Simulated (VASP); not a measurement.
# Ga6HN6 (a cell with a defect) in VASP: a series of runs

Ga6HN6 (a cell with a defect) is run at these levels: PBE; tasks: single point.

Everything below comes from runs of VASP 6.6.1. Logs are shortened: lines on timing, memory, paths and dates and some standing lists are left out, and cuts for length are marked.

## 1. The cell of the first run

The cell holds a defect, 13 atoms: a = 5.243 Å, b = 5.574 Å, c = 5.574 Å, α = 120.00°, β = 90.00°, γ = 90.00°.

## 2. Single point, PBE, collinear spin

Contents of INCAR:

```
ALGO = Normal
EDIFF = 1E-6
ENCUT = 520
GGA = PE
ISIF = 2
ISMEAR = 0
ISPIN = 2
LASPH = True
LCHARG = False
LORBIT = 11
LREAL = False
LWAVE = False
MAGMOM = 0 0 0 0 0 0 0 0 0 0 0 0 0.38
NBANDS = 70
NELM = 150
PREC = Accurate
SIGMA = 0.02
```

Contents of KPOINTS:

```
k-points
0
Gamma
  3 3 3
```

Contents of POSCAR:

```
Ga6HN6
1.0
    0.0000000000      0.0000000000     -5.2431684262
    4.8275562260      2.7871908866      0.0000000000
    0.0000000001     -5.5743817732      0.0000000000
Ga N H
6 6 1
Direct
    0.4989656611      0.6682097212      0.6682106100
    0.4989656611      0.3317914748      0.0000012871
    0.4989654704      1.0000003675      0.3317924724
    0.0017477981      0.3301560718      0.3301569698
    0.0017476074      0.0000004143      0.6698457886
    0.0017477981      0.6698449171      0.0000013721
    0.1256829738      0.6638083225      0.6638091285
    0.1256829738      0.3361928736      0.0000013837
    0.1256829738      1.0000005746      0.3361939609
    0.6221608262      0.3381847717      0.3381855765
    0.6221610169      0.0000006214      0.6618171991
    0.6221608262      0.6618164244      0.0000013825
    0.7733451742      0.0000010357      0.0000026706
```

Potentials or basis: VASP PAW PBE potentials, release 64 (Ga_d, N, H).

The run is started by

```
cat potpaw_PBE.64/Ga_d/POTCAR potpaw_PBE.64/N/POTCAR potpaw_PBE.64/H/POTCAR > POTCAR
mpirun -np 1 vasp_std > vasp.out
```

OUTCAR:

```text
EDIFF = 1E-6
   ENCUT = 520
   GGA = PE
   ISIF = 2
   ISMEAR = 0
   ISPIN = 2
   LASPH = True
   LORBIT = 11
   LREAL = False
   NELM = 150
   PREC = Accurate

 ion  position               nearest neighbor table
   1  0.499  0.668  0.668-  10 1.95   7 1.96  12 1.98  11 1.98
   2  0.499  0.332  0.000-  12 1.95   8 1.96  11 1.98  10 1.98
   3  0.499  0.000  0.332-  11 1.95   9 1.96  12 1.98  10 1.98
   4  0.002  0.330  0.330-   8 1.97   9 1.97   7 1.97  10 1.99
   5  0.002  0.000  0.670-   7 1.97   8 1.97   9 1.97  11 1.99
   6  0.002  0.670  0.000-   7 1.97   9 1.97   8 1.97  12 1.99
   7  0.126  0.664  0.664-   1 1.96   5 1.97   6 1.97   4 1.97
   8  0.126  0.336  0.000-   2 1.96   4 1.97   5 1.97   6 1.97
   9  0.126  0.000  0.336-   3 1.96   4 1.97   6 1.97   5 1.97
  10  0.622  0.338  0.338-   1 1.95   2 1.98   3 1.98   4 1.99
  11  0.622  0.000  0.662-   3 1.95   2 1.98   1 1.98   5 1.99
  12  0.622  0.662  0.000-   2 1.95   1 1.98   3 1.98   6 1.99
  13  0.773  0.000  0.000-

  LATTYP: Found a hexagonal cell.
 ALAT       =     5.5743817732
 C/A-ratio  =     0.9405829453

  Lattice vectors:

 A1 = (   4.8275562260,   2.7871908866,   0.0000000000)
 A2 = (   0.0000000001,  -5.5743817732,   0.0000000000)
 A3 = (   0.0000000000,   0.0000000000,  -5.2431684262)

Analysis of symmetry for initial positions (statically):
=====================================================================
 Subroutine PRICEL returns:
 Original cell was already a primitive cell.

 Routine SETGRP: Setting up the symmetry group for a
 hexagonal supercell.

 Subroutine GETGRP returns: Found  6 space group operations
 (whereof  6 operations were pure point group operations)
 out of a pool of 24 trial point group operations.

The static configuration has the point symmetry C_3v.

Analysis of symmetry for dynamics (positions and initial velocities):
=====================================================================
 Subroutine PRICEL returns:
 Original cell was already a primitive cell.

 Routine SETGRP: Setting up the symmetry group for a
 hexagonal supercell.

 Subroutine GETGRP returns: Found  6 space group operations
 (whereof  6 operations were pure point group operations)
 out of a pool of 24 trial point group operations.

The dynamic configuration has the point symmetry C_3v.

Analysis of structural, dynamic, and magnetic symmetry:
=====================================================================
 Subroutine PRICEL returns:
 Original cell was already a primitive cell.

 Routine SETGRP: Setting up the symmetry group for a
 hexagonal supercell.

 Subroutine GETGRP returns: Found  6 space group operations
 (whereof  6 operations were pure point group operations)
 out of a pool of 24 trial point group operations.

The overall configuration has the point symmetry C_3v.

 Subroutine INISYM returns: Found  6 space group operations
 (whereof  6 operations are pure point group operations),
 and found     1 'primitive' translations

----------------------------------------------------------------------------------------

                                     Primitive cell

  volume of cell :     141.0970

  direct lattice vectors                    reciprocal lattice vectors
     0.000000000  0.000000000 -5.243168426     0.000000000  0.000000000 -0.190724371
     4.827556226  2.787190887  0.000000000     0.207144144  0.000000000  0.000000000
     0.000000000 -5.574381773  0.000000000     0.103572072 -0.179392091  0.000000000

  length of vectors
     5.243168426  5.574381773  5.574381773     0.190724371  0.207144144  0.207144144

  position of ions in fractional coordinates (direct lattice)
     0.498965661  0.668209721  0.668210610
     0.498965661  0.331791475  0.000001287
     0.498965470  0.000000368  0.331792472
     0.001747798  0.330156072  0.330156970
     0.001747607  0.000000414  0.669845789
     0.001747798  0.669844917  0.000001372
     0.125682974  0.663808323  0.663809128
     0.125682974  0.336192874  0.000001384
     0.125682974  0.000000575  0.336193961
[... 61 lines left out ...]
     65      12.8667      0.00000
     66      12.8667      0.00000
 Fermi energy:         6.0252071202

 spin component 2

 k-point     1 :       0.0000    0.0000    0.0000
  band No.  band energies     occupation
      1     -10.6772      1.00000
      2      -9.7979      1.00000
      3      -9.6937      1.00000
      4      -9.6937      1.00000
      5      -9.6637      1.00000
      6      -9.6637      1.00000
[... 472 lines left out ...]
     65      12.9039      0.00000
     66      12.9039      0.00000
 [bands above 66 left out]

------------------------ aborting loop because EDIFF is reached ----------------------------------------

  FORCE on cell =-STRESS in cart. coord.  units (eV):
  Direction    XX          YY          ZZ          XY          YZ          ZX
  --------------------------------------------------------------------------------------
  -------------------------------------------------------------------------------------
  Total        2.9040231      2.9040231      3.1308208     -0.0000000     -0.0000000      0.0000000
  in kB       32.9756065     32.9756065     35.5509270     -0.0000000     -0.0000000      0.0000000
  external PRESSURE =      33.8340466 kB  Pullay stress =       0.0000000 kB

 VOLUME and BASIS-vectors are now :
 -----------------------------------------------------------------------------
  energy-cutoff  :      520.00
  volume of cell :      141.10
      direct lattice vectors                 reciprocal lattice vectors
     0.000000000  0.000000000 -5.243168426     0.000000000  0.000000000 -0.190724371
     4.827556226  2.787190887  0.000000000     0.207144144  0.000000000  0.000000000
     0.000000000 -5.574381773  0.000000000     0.103572072 -0.179392091  0.000000000

 POSITION                                       TOTAL-FORCE (eV/Angst)
 -----------------------------------------------------------------------------------
      3.22582     -1.86243     -2.61616        -0.024642      0.014227      0.051353
      1.60174      0.92476     -2.61616         0.024642      0.014227      0.051353
      0.00000     -1.84954     -2.61616         0.000000     -0.028454      0.051353
      1.59385     -0.92021     -0.00916        -0.023153      0.013367      0.041953
      0.00000     -3.73398     -0.00916         0.000000     -0.026734      0.041953
      3.23371      1.86698     -0.00916         0.023153      0.013367      0.041953
      3.20457     -1.85016     -0.65898        -0.020900      0.012067      0.037684
      1.62299      0.93703     -0.65898         0.020900      0.012067      0.037684
      0.00000     -1.87407     -0.65898         0.000000     -0.024133      0.037684
      1.63261     -0.94259     -3.26209        -0.038427      0.022186      0.057371
      0.00000     -3.68922     -3.26209         0.000000     -0.044371      0.057371
      3.19496      1.84460     -3.26209         0.038427      0.022186      0.057371
      0.00000     -0.00001     -4.05478         0.000000     -0.000000     -0.565084
 -----------------------------------------------------------------------------------
    total drift:                               -0.013488      0.031317     -0.002264

  FREE ENERGIE OF THE ION-ELECTRON SYSTEM (eV)
  ---------------------------------------------------
  free  energy   TOTEN  =       -73.4143274870 eV

  energy  without entropy=      -73.4139095674  energy(sigma->0) =      -73.41411853

 total charge

# of ion       s       p       d       tot
------------------------------------------
    1        0.788   0.868  10.167  11.823
    2        0.788   0.868  10.167  11.823
    3        0.788   0.868  10.167  11.823
    4        0.776   0.856  10.166  11.798
    5        0.776   0.856  10.166  11.798
    6        0.776   0.856  10.166  11.798
    7        1.227   2.501   0.000   3.729
    8        1.227   2.501   0.000   3.729
    9        1.227   2.501   0.000   3.729
   10        1.236   2.485   0.000   3.721
   11        1.236   2.485   0.000   3.721
   12        1.236   2.485   0.000   3.721
   13        0.453   0.013   0.000   0.465
--------------------------------------------------
tot         12.536  20.144  60.999  93.679

 magnetization (x)

# of ion       s       p       d       tot
------------------------------------------
    1        0.008   0.013   0.003   0.024
    2        0.008   0.013   0.003   0.024
    3        0.008   0.013   0.003   0.024
    4       -0.002  -0.001   0.008   0.006
    5       -0.002  -0.001   0.008   0.006
    6       -0.002  -0.001   0.008   0.006
    7        0.002   0.022   0.000   0.024
    8        0.002   0.022   0.000   0.024
    9        0.002   0.022   0.000   0.024
   10        0.008   0.056   0.000   0.064
   11        0.008   0.056   0.000   0.064
   12        0.008   0.056   0.000   0.064
   13        0.261   0.002   0.000   0.263
--------------------------------------------------
tot          0.308   0.273   0.034   0.615
```

Wall time 1.8 min (1 thread of AMD EPYC 9R45 (Zen 5), shared host); peak memory 0.31 GiB.

Results:

- Free energy: -73.4143 eV
- Pressure: 3.4 GPa
- Largest force: 0.565 eV/Å
- Net moment: 0.93 μB per cell
- Site moments: Ga +0.02, +0.01 (each value once); N +0.02, +0.06 (each value once); H +0.26 μB
- Valence electrons inside the program's atomic spheres: Ga 11.82, 11.80 (each value once); N 3.73, 3.72 (each value once); H 0.47

Forces in eV/Å, atoms in the order of the input:
```
Ga  -0.025  0.014  0.051
Ga   0.025  0.014  0.051
Ga   0.000 -0.028  0.051
Ga  -0.023  0.013  0.042
Ga   0.000 -0.027  0.042
Ga   0.023  0.013  0.042
N   -0.021  0.012  0.038
N    0.021  0.012  0.038
N    0.000 -0.024  0.038
N   -0.038  0.022  0.057
N    0.000 -0.044  0.057
N    0.038  0.022  0.057
H    0.000  0.000 -0.565
```

Levels at points of the mesh, in eV from the Fermi level:
Spin up:
```tsv
k point	band 53	band 54	band 55	band 56	band 57	band 58
(0.00, 0.00, 0.00)	-0.97	-0.97	-0.91	1.58	3.06	4.31
```
Spin down:
| k point | band 52 | band 53 | band 54 | band 55 | band 56 | band 57 |
| --- | --- | --- | --- | --- | --- | --- |
| (0.00, 0.00, 0.00) | -0.96 | -0.90 | -0.90 | -0.07 | 2.04 | 3.14 |

Caveat: the k points lie up to 0.43 Å⁻¹ apart.

## 3. Single point, PBE, collinear spin

Contents of INCAR:

```
PREC     = Accurate       # precision mode
ENCUT    = 520            # plane-wave cutoff, eV
EDIFF    = 1E-7           # SCF threshold, eV
ISMEAR   = 0              # smearing method
SIGMA    = 0.02           # smearing width, eV
LREAL    = F              # projectors in reciprocal space
LASPH    = T              # aspherical terms in the spheres
NELM     = 150            # most SCF steps
ALGO     = Normal         # electronic algorithm
ISIF     = 2              # what is computed and relaxed
LWAVE    = F              # write WAVECAR
LCHARG   = T              # write CHGCAR
ISPIN    = 2              # spin polarisation
MAGMOM   = 0 0 0 0 0 0 0 0 0 0 0 0 0.38 # initial moments
LORBIT   = 11             # projections on sites
GGA      = PE             # functional
LELF     = T              # ELF
LVHAR    = T            
NBANDS   = 70             # bands
```

Contents of KPOINTS:

```
regular mesh
0
Gamma
  3 3 3
```

Contents of POSCAR:

```
Ga6HN6
1.0
    0.0000000000      0.0000000000     -5.2431684262
    4.8275562260      2.7871908866      0.0000000000
    0.0000000001     -5.5743817732      0.0000000000
Ga N H
6 6 1
Direct
    0.4983713640      0.6708141445      0.6708152083
    0.4983713640      0.3291864301      0.0000011513
    0.4983711732      1.0000001603      0.3291875957
    0.0008197333      0.3329910465      0.3329920134
    0.0008193519      0.0000002071      0.6670105724
    0.0008195426      0.6670095281      0.0000012338
    0.1241794936      0.6669320561      0.6669331417
    0.1241794936      0.3330685185      0.0000013525
    0.1241794936      1.0000003675      0.3330695647
    0.6227270869      0.3437082702      0.3437092464
    0.6227270869      0.0000002071      0.6562933301
    0.6227270869      0.6562923044      0.0000012431
    0.6973911007      0.0000008286      0.0000025670
```

Potentials or basis: VASP PAW PBE potentials, release 64 (Ga_d, N, H).

The run is started by

```
cat potpaw_PBE.64/Ga_d/POTCAR potpaw_PBE.64/N/POTCAR potpaw_PBE.64/H/POTCAR > POTCAR
mpirun -np 1 vasp_std > vasp.out
```

Wall time 2.1 min (1 thread of AMD EPYC 9R45 (Zen 5), shared host); peak memory 0.31 GiB.

It converged, with:

```
Free energy                                           : -73.1213 eV
Pressure                                              : 4.2 GPa
Largest force                                         : 0.709 eV/Å
Net moment                                            : 0.93 μB per cell
Site moments                                          : Ga +0.03, +0.00 (each value once); N +0.01, +0.09 (each value once); H +0.25 μB
Valence electrons inside the program's atomic spheres : Ga 11.82, 11.80 (each value once); N 3.73, 3.72 (each value once); H 0.47
```

Forces in eV/Å, atoms in the order of the input:
```
Ga  -0.031  0.018  0.057
Ga   0.031  0.018  0.057
Ga   0.000 -0.036  0.057
Ga  -0.028  0.016  0.056
Ga   0.000 -0.032  0.056
Ga   0.028  0.016  0.056
N   -0.006  0.003  0.046
N    0.006  0.003  0.046
N    0.000 -0.007  0.046
N   -0.041  0.024  0.076
N    0.000 -0.048  0.076
N    0.041  0.024  0.076
H    0.000  0.000 -0.709
```

Stress tensor (GPa, compression positive):
```
5.22 0.00 0.00
0.00 5.22 0.00
0.00 0.00 2.21
```

Levels at points of the mesh, in eV from the Fermi level:
Spin up:
| k point | band 52 | band 53 | band 54 | band 55 | band 56 | band 57 | band 58 | band 59 |
| --- | --- | --- | --- | --- | --- | --- | --- | --- |
| (0.00, 0.00, 0.00) | -1.49 | -1.46 | -1.46 | -0.91 | 1.25 | 2.73 | 3.82 | 4.69 |
Spin down:
| k point | band 50 | band 51 | band 52 | band 53 | band 54 | band 55 | band 56 | band 57 | band 58 | band 59 |
| --- | --- | --- | --- | --- | --- | --- | --- | --- | --- | --- |
| (0.00, 0.00, 0.00) | -2.37 | -2.37 | -1.43 | -1.38 | -1.38 | -0.18 | 1.74 | 2.97 | 3.83 | 5.10 |

Caveat: the k points lie up to 0.43 Å⁻¹ apart.

## 4. Single point, PBE, collinear spin

Contents of INCAR:

```
PREC     = Accurate       # precision mode
ENCUT    = 520            # plane-wave cutoff, eV
EDIFF    = 1E-6           # SCF threshold, eV
ISMEAR   = 0              # smearing method
SIGMA    = 0.02           # smearing width, eV
LREAL    = F              # projectors in reciprocal space
LASPH    = T              # aspherical terms in the spheres
NELM     = 200            # most SCF steps
ALGO     = Normal         # electronic algorithm
ISIF     = 2              # what is computed and relaxed
LWAVE    = F              # write WAVECAR
LCHARG   = F              # write CHGCAR
ISPIN    = 2              # spin polarisation
MAGMOM   = 0 0 0 0 0 0 0 0 0 0 0 0 0.38 # initial moments
LORBIT   = 11             # projections on sites
GGA      = PE             # functional
NBANDS   = 70             # bands
GGA_COMPAT= F
```

KPOINTS is that of step 3.

Contents of POSCAR:

```
Ga6HN6
1.0
    0.0000000000      0.0000000000      5.2431684095
    4.8275562239     -2.7871908853      0.0000000000
   -0.0000000001      5.5743817708      0.0000000000
Ga N H
6 6 1
Direct
    0.4986368539      0.3279777441      0.3279702852
    0.4986376168      0.0000058000      0.6720295308
    0.4986387611      0.6720329810      0.9999982829
    0.9996327775     -0.0000024857      0.3328541439
    0.9996308702      0.6671429292      0.6671471105
    0.9996318239      0.3328510173      1.0000013545
    0.8782786743      0.3354871336      0.3354904199
    0.8782777207     -0.0000026929      0.6645114466
    0.8782819166      0.6645061914      1.0000005075
    0.3725813950      0.0000035215      0.3401345464
    0.3725802506      0.6598682340      0.6598650538
    0.3725808228      0.3401418697      0.9999993808
   -0.3501438170     -0.0000076643      0.0000160804
```

The run is started by

```
cat potpaw_PBE.64/Ga_d/POTCAR potpaw_PBE.64/N/POTCAR potpaw_PBE.64/H/POTCAR > POTCAR
mpirun -np 1 vasp_std > vasp.out
```

Run time: 5.4 min. Hardware: 1 thread of Intel Xeon Platinum 8375C at 2.90GHz (Ice Lake), shared host; peak memory 0.4 GiB.

Results (log left out):

```
Free energy                                           : -73.5245 eV
Pressure                                              : 3.3 GPa
Largest force                                         : 0.013 eV/Å
Net moment                                            : 0.78 μB per cell
Site moments                                          : Ga +0.01; N +0.04, +0.05 (each value once); H +0.21 μB
Valence electrons inside the program's atomic spheres : Ga 11.80, 11.83 (each value once); N 3.72, 3.73 (each value once); H 0.49
```

Forces on the atoms (eV/Å):
```
Ga   0.007  0.004 -0.010
Ga   0.000 -0.008 -0.010
Ga  -0.007  0.004 -0.010
Ga   0.000  0.005  0.006
Ga  -0.004 -0.002  0.006
Ga   0.004 -0.002  0.006
N    0.000  0.000  0.003
N    0.000  0.000  0.003
N    0.000  0.000  0.003
N    0.000 -0.004 -0.001
N    0.004  0.002 -0.001
N   -0.004  0.002 -0.001
H    0.000  0.000  0.005
```

Stress tensor (GPa, compression positive):
```
2.96 0.00 0.00
0.00 2.96 0.00
0.00 0.00 4.09
```

Levels at points of the mesh, in eV from the Fermi level:
Spin up:
| k point | band 52 | band 53 | band 54 | band 55 | band 56 | band 57 | band 58 | band 59 |
| --- | --- | --- | --- | --- | --- | --- | --- | --- |
| (0.00, 0.00, 0.00) | -1.11 | -0.59 | -0.56 | -0.56 | 2.01 | 3.45 | 4.72 | 6.49 |
Spin down:
```tsv
k point	band 51	band 52	band 53	band 54	band 55	band 56	band 57	band 58
(0.00, 0.00, 0.00)	-1.49	-0.56	-0.49	-0.49	-0.21	2.27	3.50	4.73
```

Caveat: the k points lie up to 0.43 Å⁻¹ apart.

## 5. The runs side by side

| cell | gap on the mesh (eV) | pressure (GPa) | moment (μB) | largest force (eV/Å) |
| --- | --- | --- | --- | --- |
| a = 5.243, b = 5.574, c = 5.574 Å, angles 120.0, 90.0, 90.0°, 13 atoms, atomic positions A | none | 3.4 | 0.93 | 0.57 |
| a = 5.243, b = 5.574, c = 5.574 Å, angles 120.0, 90.0, 90.0°, 13 atoms, atomic positions B | none | 4.2 | 0.93 | 0.71 |
| a = 5.243, b = 5.574, c = 5.574 Å, angles 120.0, 90.0, 90.0°, 13 atoms, atomic positions C | none | 3.3 | 0.78 | 0.01 |

Alike in all rows: task single point; level PBE; potentials or basis VASP PAW PBE potentials, release 64 (Ga_d, N, H); spin collinear; k mesh 3 × 3 × 3; cutoff (eV) 520; smearing gaussian 0.02 eV.

Caveats: all runs use coarse meshes.

Absolute energies hang on the potentials; compare differences alone.
